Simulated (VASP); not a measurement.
# Al3Cu (P4/mmm) in VASP: further runs, part 2 of 2

VASP 6.6.1. The steps go on from the part before.

### Step 4. Single point, r2SCAN

This run uses another cell than the first one, of 14.61 Å³/atom, 1.022 times its volume.

File POSCAR:

```
Al3Cu
1.0
    2.7789795772      0.0000000000      0.0000000000
    0.0000000000      2.7789795772      0.0000000000
    0.0000000000      0.0000000000      7.5660267726
Al Cu
3 1
Direct
    0.0000000000      0.0000000000      0.5000000000
    0.5000000000      0.5000000000      0.2224981237
    0.5000000000      0.5000000000      0.7775018763
    0.0000000000      0.0000000000      0.0000000000
```

File INCAR.step1:

```
  ALGO = Normal
  EDIFF = 1E-4
  ENCUT = 520
  GGA = PE
  ISMEAR = 0
  LASPH = T
  LCHARG = F
  LREAL = F
  LWAVE = T
  NBANDS = 18
  NELM = 60
  PREC = Accurate
  SIGMA = 0.05
```

File INCAR.step2:

```
  ALGO = Normal
  EDIFF = 1E-6
  ENCUT = 520
  ISIF = 2
  ISMEAR = 0
  ISTART = 1
  LASPH = T
  LCHARG = T
  LELF = T
  LMIXTAU = T
  LREAL = F
  LVHAR = T
  LWAVE = F
  METAGGA = R2SCAN
  NBANDS = 18
  NELM = 60
  PREC = Accurate
  SIGMA = 0.05
```

File KPOINTS:

```
k-points
0
Gamma
  8 8 3
```

Potentials or basis: VASP PAW PBE potentials, release 64 (Al, Cu).

Started as:

```sh
cat potpaw_PBE.64/Al/POTCAR potpaw_PBE.64/Cu/POTCAR > POTCAR
cp INCAR.step1 INCAR
mpirun -np 1 vasp_std > vasp.out
cp INCAR.step2 INCAR
mpirun -np 1 vasp_std > vasp.out
```

OUTCAR:

```text
EDIFF = 1E-6
   ENCUT = 520
   ISIF = 2
   ISMEAR = 0
   ISTART = 1
   LASPH = T
   LREAL = F
   METAGGA = R2SCAN
   NELM = 60
   PREC = Accurate

 ion  position               nearest neighbor table
   1  0.000  0.000  0.500-   2 2.88   3 2.88   2 2.88   3 2.88   2 2.88   3 2.88   2 2.88   3 2.88

   2  0.500  0.500  0.222-   4 2.59   4 2.59   4 2.59   4 2.59   1 2.88   1 2.88   1 2.88   1 2.88

   3  0.500  0.500  0.778-   4 2.59   4 2.59   4 2.59   4 2.59   1 2.88   1 2.88   1 2.88   1 2.88

[... 699 lines left out ...]
     17      17.2711      0.00000
     18      18.1672      0.00000

 [... further k-points ...]
[... 5 lines left out ...]
  --------------------------------------------------------------------------------------
  -------------------------------------------------------------------------------------
  Total       -0.0722290     -0.0722290     -0.0623885      0.0000000      0.0000000      0.0000000
  in kB       -1.9805398     -1.9805398     -1.7107100      0.0000000      0.0000000      0.0000000
  external PRESSURE =      -1.8905965 kB  Pullay stress =       0.0000000 kB

 VOLUME and BASIS-vectors are now :
 -----------------------------------------------------------------------------
  energy-cutoff  :      520.00
  volume of cell :       58.43
      direct lattice vectors                 reciprocal lattice vectors
     2.778979577  0.000000000  0.000000000     0.359844314  0.000000000  0.000000000
     0.000000000  2.778979577  0.000000000     0.000000000  0.359844314  0.000000000
     0.000000000  0.000000000  7.566026773     0.000000000  0.000000000  0.132169768

 POSITION                                       TOTAL-FORCE (eV/Angst)
 -----------------------------------------------------------------------------------
      0.00000      0.00000      3.78301         0.000000      0.000000      0.000000
      1.38949      1.38949      1.68343         0.000000     -0.000000      0.016963
      1.38949      1.38949      5.88260        -0.000000      0.000000     -0.016963
      0.00000      0.00000      0.00000         0.000000      0.000000      0.000000
 -----------------------------------------------------------------------------------
    total drift:                                0.000000      0.000000     -0.000000

  FREE ENERGIE OF THE ION-ELECTRON SYSTEM (eV)
  ---------------------------------------------------
  free  energy   TOTEN  =       -31.3609706014 eV

  energy  without entropy=      -31.3586545593  energy(sigma->0) =      -31.35981258
```

OSZICAR.step1:

```text
N       E                     dE             d eps       ncg     rms          rms(c)
DAV:   1     0.746497006604E+02    0.74650E+02   -0.83903E+03  1080   0.117E+03
DAV:   2    -0.139802219004E+02   -0.88630E+02   -0.82208E+02  1106   0.212E+02
DAV:   3    -0.180004648960E+02   -0.40202E+01   -0.38919E+01  1496   0.514E+01
DAV:   4    -0.180804790591E+02   -0.80014E-01   -0.79747E-01  1516   0.604E+00
DAV:   5    -0.180828081062E+02   -0.23290E-02   -0.23287E-02  1652   0.103E+00    0.179E+01
DAV:   6    -0.249926012184E+02   -0.69098E+01   -0.11708E+02  1368   0.280E+02    0.163E+01
DAV:   7    -0.161158299740E+02    0.88768E+01   -0.23512E+01  1482   0.846E+01    0.584E+00
DAV:   8    -0.152602045973E+02    0.85563E+00   -0.37668E+00  1580   0.538E+01    0.874E-01
DAV:   9    -0.153058367481E+02   -0.45632E-01   -0.40730E-01  1726   0.116E+01    0.169E+00
DAV:  10    -0.152595189289E+02    0.46318E-01   -0.17229E-01  1442   0.117E+01    0.142E-01
DAV:  11    -0.152600287075E+02   -0.50978E-03   -0.57519E-03  1670   0.809E-01    0.131E-01
DAV:  12    -0.152596204268E+02    0.40828E-03   -0.16504E-03  1484   0.107E+00    0.307E-02
DAV:  13    -0.152597166698E+02   -0.96243E-04   -0.42003E-04  1176   0.581E-01
   1 F= -.15259717E+02 E0= -.15258482E+02  d E =-.246843E-02
```

Wall time 93 s (1 thread of AMD EPYC 9R45 (Zen 5), shared host); peak memory 0.16 GiB.

What came out:

- Free energy: -31.3610 eV
- Pressure: -0.2 GPa
- Largest force: 0.017 eV/Å
- Band gap on the k mesh: zero (band 10 reaches 11.68 eV, above the bottom of band 11 at 6.56 eV)

Forces in eV/Å, atoms in the order of the input:
```
Al   0.000  0.000  0.000
Al   0.000  0.000  0.017
Al   0.000  0.000 -0.017
Cu   0.000  0.000  0.000
```

Levels at points of the mesh, in eV from the Fermi level:
```
           k point  band 8  band 9  band 10  band 11  band 12  band 13
(0.00, 0.00, 0.00)   -3.40   -1.95     0.58     6.57     7.05     7.05
(0.50, 0.00, 0.00)   -3.85   -3.69    -2.49    -1.98     2.78     4.08
(0.50, 0.50, 0.00)   -0.57   -0.41     0.08     0.08     0.44     0.44
```

Caveat: the PAW data sets were made with another functional, which shifts forces and pressure a little.

### Step 5. Relaxation of cell and atoms, LDA

This run uses another cell than the first one, of 14.50 Å³/atom, 1.014 times its volume.

File INCAR:

```
PREC = Accurate ; ENCUT = 600
EDIFF = 1E-6 ; ISMEAR = 0
SIGMA = 0.05 ; LREAL = False
LASPH = True ; NELM = 100
ALGO = Normal ; ISIF = 3
LWAVE = False ; LCHARG = False
GGA = CA ; IBRION = 2
NSW = 80 ; EDIFFG = -0.05
```

File KPOINTS:

```
regular mesh
0
Gamma
  8 8 3
```

File POSCAR:

```
Al3Cu
1.0
    2.7784054300      0.0000000000      0.0000000000
    0.0000000000      2.7784054300      0.0000000000
    0.0000000000      0.0000000000      7.5134034100
Al Cu
3 1
Direct
    0.0000000000      0.0000000000      0.5000000000
    0.5000000000      0.5000000000      0.2261155100
    0.5000000000      0.5000000000      0.7738844900
    0.0000000000      0.0000000000      0.0000000000
```

Potentials or basis: VASP PAW LDA potentials, release 64 (Al, Cu).

Started as:

```sh
cat potpaw_LDA.64/Al/POTCAR potpaw_LDA.64/Cu/POTCAR > POTCAR
mpirun -np 1 vasp_std > vasp.out
```

Wall time 57 s (1 thread of AMD EPYC 9R45 (Zen 5), shared host); peak memory 0.15 GiB.

The run converged. Its results:

| Item | Value |
| --- | --- |
| Free energy | -17.6315 eV |
| Relaxed volume | 14.35 Å³/atom |
| Relaxed cell | a = 2.786 Å, b = 2.786 Å, c = 7.397 Å, α = 90.00°, β = 90.00°, γ = 90.00° |
| Space group after relaxing (to 0.05 Å) | P4/mmm (No. 123) |
| Energy gained by relaxing | 5.4 meV/atom |
| Ionic steps | 6 |
| Pressure after relaxing | -0.2 GPa |
| Largest force after relaxing | 0.034 eV/Å |
| Band gap on the k mesh | zero (band 10 reaches 11.94 eV, above the bottom of band 11 at 6.52 eV) |

Forces on the atoms (eV/Å):
```
Al   0.000  0.000  0.000
Al   0.000  0.000 -0.034
Al   0.000  0.000  0.034
Cu   0.000  0.000  0.000
```

Stress tensor (GPa, compression positive):
```
-0.22  0.00  0.00
 0.00 -0.22  0.00
 0.00  0.00 -0.05
```

Step by step:
```tsv
step	energy change (eV)	largest force (eV/Å)	pressure (GPa)	volume (Å³)
1	0.0000	0.3032	-1.72	58.00
2	-0.0149	0.1565	0.96	56.70
3	-0.0149	0.1540	0.86	56.69
4	-0.0201	0.0956	0.44	57.00
5	-0.0204	0.0787	0.33	57.09
6	-0.0216	0.0336	-0.16	57.40
```

Final structure:
```
Al Cu
1.0
     2.78570    0.00000    0.00000
     0.00000    2.78570    0.00000
     0.00000    0.00000    7.39691
Al Cu
3 1
Direct
  0.00000 0.00000 0.50000
  0.50000 0.50000 0.22137
  0.50000 0.50000 0.77863
  0.00000 0.00000 0.00000
```

Levels at points of the mesh, in eV from the Fermi level:
| k point | band 6 | band 7 | band 8 | band 9 | band 10 | band 11 | band 12 | band 13 | band 14 |
| --- | --- | --- | --- | --- | --- | --- | --- | --- | --- |
| (0.00, 0.00, 0.00) | -3.80 | -3.80 | -3.40 | -1.45 | 0.94 | 6.29 | 6.36 | 6.36 | 7.91 |
| (0.50, 0.00, 0.00) | -4.07 | -3.88 | -3.73 | -3.70 | -2.35 | -1.98 | 2.96 | 4.18 | 4.35 |
| (0.50, 0.50, 0.00) | -2.66 | -2.66 | -0.57 | -0.52 | 0.11 | 0.11 | 0.54 | 0.54 | 0.69 |

Caveat: the relaxation stopped at a loose force limit of 0.05 eV/Å, so its end isn't a converged minimum.

### Step 6. Relaxation of cell and atoms, r2SCAN

This run uses another cell than the first one, of 14.50 Å³/atom, 1.014 times its volume.

POSCAR is that of step 5.

File INCAR.step1:

```
SYSTEM = Al3Cu
PREC = Accurate ; ENCUT = 600
ISMEAR = 0 ; SIGMA = 0.05
LREAL = .FALSE. ; LASPH = .TRUE.
NELM = 100 ; GGA = PE
ALGO = Normal ; EDIFF = 1E-4
LWAVE = .TRUE. ; LCHARG = .FALSE.
```

File INCAR.step2:

```
SYSTEM = Al3Cu
PREC = Accurate ; ENCUT = 600
EDIFF = 1E-6 ; ISMEAR = 0
SIGMA = 0.05 ; LREAL = .FALSE.
LASPH = .TRUE. ; NELM = 100
ALGO = Normal ; ISIF = 3
LWAVE = .FALSE. ; LCHARG = .FALSE.
METAGGA = R2SCAN ; LMIXTAU = .TRUE.
IBRION = 2 ; NSW = 80
EDIFFG = -0.05 ; ISTART = 1
```

File KPOINTS:

```
Automatic mesh
0
G
  8 8 3
  0 0 0
```

Potentials or basis: VASP PAW PBE potentials, release 64 (Al, Cu).

Started as:

```sh
cat potpaw_PBE.64/Al/POTCAR potpaw_PBE.64/Cu/POTCAR > POTCAR
cp INCAR.step1 INCAR
mpirun -np 1 vasp_std > vasp.out
cp INCAR.step2 INCAR
mpirun -np 1 vasp_std > vasp.out
```

OUTCAR:

```text
SYSTEM = Al3Cu
   PREC = Accurate
   ENCUT = 600
   EDIFF = 1E-6
   ISMEAR = 0
   LREAL = .FALSE.
   LASPH = .TRUE.
   NELM = 100
   ISIF = 3
   METAGGA = R2SCAN
   IBRION = 2
   NSW = 80
   EDIFFG = -0.05
   ISTART = 1

 ion  position               nearest neighbor table
   1  0.000  0.000  0.500-   2 2.85   3 2.85   2 2.85   3 2.85   2 2.85   3 2.85   2 2.85   3 2.85

   2  0.500  0.500  0.226-   4 2.60   4 2.60   4 2.60   4 2.60   1 2.85   1 2.85   1 2.85   1 2.85

   3  0.500  0.500  0.774-   4 2.60   4 2.60   4 2.60   4 2.60   1 2.85   1 2.85   1 2.85   1 2.85

   4  0.000  0.000  0.000-   2 2.60   3 2.60   2 2.60   3 2.60   2 2.60   3 2.60   2 2.60   3 2.60

  LATTYP: Found a simple tetragonal cell.
 ALAT       =     2.7784054300
 C/A-ratio  =     2.7042141974

  Lattice vectors:

 A1 = (   2.7784054300,   0.0000000000,   0.0000000000)
 A2 = (   0.0000000000,   2.7784054300,   0.0000000000)
[... 351 lines left out ...]
 k-point     1 :       0.0000    0.0000    0.0000
  band No.  band energies     occupation
      1      -3.4195      2.00000
      2      -0.8689      2.00000
      3      -0.5073      2.00000
      4       3.8060      2.00000
      5       3.8670      2.00000
      6       4.7198      2.00000
      7       4.7198      2.00000
      8       5.1208      2.00000
      9       6.5579      2.00000
     10       9.0866      0.00000
     11      15.0844      0.00000
     12      15.5430      0.00000
     13      15.5430      0.00000
     14      16.7505      0.00000
[... 377 lines left out ...]
      1       1.9520      2.00000
      2       1.9716      2.00000
      3       2.5655      2.00000
      4       2.8048      2.00000
      5       3.8817      2.00000
      6       4.1518      2.00000
      7       4.6786      2.00000
      8       4.7191      2.00000
      9       5.6354      2.00000
     10       7.2643      2.00000
     11       7.2937      2.00000
     12       9.6442      0.00000
     13      10.2528      0.00000
     14      16.0004      0.00000

 [... further k-points ...]
[... 5 lines left out ...]
  --------------------------------------------------------------------------------------
  -------------------------------------------------------------------------------------
  Total       -0.1799225     -0.1799225     -0.1744536      0.0000000     -0.0000000     -0.0000000
  in kB       -4.9202751     -4.9202751     -4.7707190      0.0000000     -0.0000000     -0.0000000
  external PRESSURE =      -4.8704231 kB  Pullay stress =       0.0000000 kB
[... 19 lines left out ...]
  FREE ENERGIE OF THE ION-ELECTRON SYSTEM (eV)
  ---------------------------------------------------
  free  energy   TOTEN  =       -31.3605493683 eV

  energy  without entropy=      -31.3582237862  energy(sigma->0) =      -31.35938658

 reached required accuracy - stopping structural energy minimisation
```

It took 4.2 min on 1 thread of AMD EPYC 9R45 (Zen 5), shared host; peak memory 0.18 GiB.

Results:

```yaml
Free_energy: -31.3605 eV
Relaxed_volume: 14.65 Å³/atom
Relaxed_cell: a = 2.781 Å, b = 2.781 Å, c = 7.574 Å, α = 90.00°, β = 90.00°, γ = 90.00°
Space_group_after_relaxing_to_0.05_Å: P4/mmm (No. 123)
Energy_gained_by_relaxing: 1.3 meV/atom
Ionic_steps: 5
Pressure_after_relaxing: -0.5 GPa
Largest_force_after_relaxing: 0.017 eV/Å
Band_gap_on_the_k_mesh: zero (band 10 reaches 11.64 eV, above the bottom of band 11 at 6.53 eV)
```

Forces on the atoms (eV/Å):
```
Al   0.000  0.000  0.000
Al   0.000  0.000  0.017
Al   0.000  0.000 -0.017
Cu   0.000  0.000  0.000
```

The path:
```csv
step,energy change (eV),largest force (eV/Å),pressure (GPa),volume (Å³)
1,0.0000,0.1596,0.46,58.00
2,-0.0026,0.1308,-0.23,58.35
3,-0.0033,0.0908,-0.87,58.68
4,-0.0046,0.0477,-0.68,58.64
5,-0.0052,0.0173,-0.49,58.59
```

Final structure:
```xyz
4
Lattice="2.7813 0.0000 0.0000 0.0000 2.7813 0.0000 0.0000 0.0000 7.5738" Properties=species:S:1:pos:R:3 pbc="T T T"
Al    0.0000    0.0000    3.7869
Al    1.3906    1.3906    1.6844
Al    1.3906    1.3906    5.8894
Cu    0.0000    0.0000    7.5738
```

Caveat: the PAW data sets were made with another functional, which shifts forces and pressure a little; the relaxation stopped at a loose force limit of 0.05 eV/Å, so its end isn't a converged minimum.

### Step 7. Relaxation of cell and atoms, r2SCAN+D4

This run uses another cell than the first one, of 14.50 Å³/atom, 1.014 times its volume.

POSCAR is that of step 6.

File INCAR.step1:

```
  PREC = Accurate
  ENCUT = 600
  ISMEAR = 0
  SIGMA = 0.05
  LREAL = F
  LASPH = T
  NELM = 100
  GGA = PE
  ALGO = Normal
  EDIFF = 1E-4
  LWAVE = T
  LCHARG = F
```

File INCAR.step2:

```
  PREC = Accurate
  ENCUT = 600
  EDIFF = 1E-6
  ISMEAR = 0
  SIGMA = 0.05
  LREAL = F
  LASPH = T
  NELM = 100
  ALGO = Normal
  ISIF = 3
  LWAVE = F
  LCHARG = F
  METAGGA = R2SCAN
  LMIXTAU = T
  IVDW = 13
  VDW_S6 = 1.0
  VDW_S8 = 0.6018749
  VDW_A1 = 0.51559235
  VDW_A2 = 5.77342911
  IBRION = 2
  NSW = 80
  EDIFFG = -0.05
  ISTART = 1
```

File KPOINTS:

```
regular mesh
0
Gamma
  8 8 3
```

Started as:

```sh
cat potpaw_PBE.64/Al/POTCAR potpaw_PBE.64/Cu/POTCAR > POTCAR
cp INCAR.step1 INCAR
mpirun -np 1 vasp_std > vasp.out
cp INCAR.step2 INCAR
mpirun -np 1 vasp_std > vasp.out
```

Wall time 4 min (1 thread of AMD EPYC 9R45 (Zen 5), shared host); peak memory 0.18 GiB.

The run converged. Its results:

* Free energy: -31.9177 eV
* Relaxed volume: 14.32 Å³/atom
* Relaxed cell: a = 2.760 Å, b = 2.760 Å, c = 7.518 Å, α = 90.00°, β = 90.00°, γ = 90.00°
* Space group after relaxing (to 0.05 Å): P4/mmm (No. 123)
* Energy gained by relaxing: 1.4 meV/atom
* Ionic steps: 5
* Pressure after relaxing: 0.5 GPa
* Largest force after relaxing: 0.011 eV/Å
* Band gap on the k mesh: zero (band 10 reaches 11.91 eV, above the bottom of band 11 at 6.80 eV)
* Dispersion energy per atom: -0.141 eV

Forces in eV/Å, atoms in the order of the input:
```
Al   0.000  0.000  0.000
Al   0.000  0.000 -0.011
Al   0.000  0.000  0.011
Cu   0.000  0.000  0.000
```

The path:
```tsv
step	energy change (eV)	largest force (eV/Å)	pressure (GPa)	volume (Å³)
1	0.0000	0.1582	-0.89	58.00
2	-0.0035	0.1072	0.37	57.33
3	-0.0035	0.1034	0.53	57.29
4	-0.0055	0.0191	0.61	57.28
5	-0.0055	0.0108	0.47	57.28
```

Final structure:
```
CELL_PARAMETERS angstrom
2.76028 0.00000 0.00000
0.00000 2.76028 0.00000
0.00000 0.00000 7.51789
ATOMIC_POSITIONS crystal
Al 0.00000 0.00000 0.50000
Al 0.50000 0.50000 0.22363
Al 0.50000 0.50000 0.77637
Cu 0.00000 0.00000 0.00000
```

Levels at points of the mesh, in eV from the Fermi level:
| k point | band 8 | band 9 | band 10 | band 11 | band 12 | band 13 |
| --- | --- | --- | --- | --- | --- | --- |
| (0.00, 0.00, 0.00) | -3.42 | -1.99 | 0.62 | 6.58 | 7.16 | 7.16 |
| (0.50, 0.00, 0.00) | -3.89 | -3.72 | -2.50 | -1.95 | 2.80 | 4.14 |
| (0.50, 0.50, 0.00) | -0.60 | -0.40 | 0.09 | 0.09 | 0.44 | 0.44 |

Caveat: the PAW data sets were made with another functional, which shifts forces and pressure a little; pairwise dispersion overbinds metals, which lowers pressure and volume; the relaxation stopped at a loose force limit of 0.05 eV/Å, so its end isn't a converged minimum.

### Step 8. Overview

| task | level | potentials or basis | cell | cutoff (eV) | gap on the mesh (eV) | pressure (GPa) | relaxed volume (Å³/atom) | largest force (eV/Å) |
| --- | --- | --- | --- | --- | --- | --- | --- | --- |
| single point | LDA | VASP PAW LDA potentials, release 64 (Al, Cu) | a = 2.782, b = 2.782, c = 7.388 Å, 4 atoms | 520 | none | 0.3 | - | 0.02 |
| single point | r2SCAN+D4 | VASP PAW PBE potentials, release 64 (Al, Cu) | a = 2.768, b = 2.768, c = 7.533 Å, 4 atoms | 520 | none | -0.3 | - | 0.02 |
| single point | r2SCAN | VASP PAW PBE potentials, release 64 (Al, Cu) | a = 2.779, b = 2.779, c = 7.566 Å, 4 atoms | 520 | none | -0.2 | - | 0.02 |
| relaxation of cell and atoms | LDA | VASP PAW LDA potentials, release 64 (Al, Cu) | relaxed from a = 2.778, b = 2.778, c = 7.513 Å, 4 atoms | 600 | none | -0.2 | 14.35 | 0.03 |
| relaxation of cell and atoms | r2SCAN | VASP PAW PBE potentials, release 64 (Al, Cu) | relaxed from a = 2.778, b = 2.778, c = 7.513 Å, 4 atoms | 600 | none | -0.5 | 14.65 | 0.02 |
| relaxation of cell and atoms | r2SCAN+D4 | VASP PAW PBE potentials, release 64 (Al, Cu) | relaxed from a = 2.778, b = 2.778, c = 7.513 Å, 4 atoms | 600 | none | 0.5 | 14.32 | 0.01 |

Alike in all rows: no spin polarisation; k mesh 8 × 8 × 3; smearing gaussian 0.05 eV.

Caveats: the PAW data sets were made with another functional, which shifts forces and pressure a little (some runs); the relaxation stopped at a loose force limit of 0.05 eV/Å, so its end isn't a converged minimum (some runs); pairwise dispersion overbinds metals, which lowers pressure and volume (some runs).

Total energies depend on the potentials used, so only differences within one code and one set of settings carry meaning.
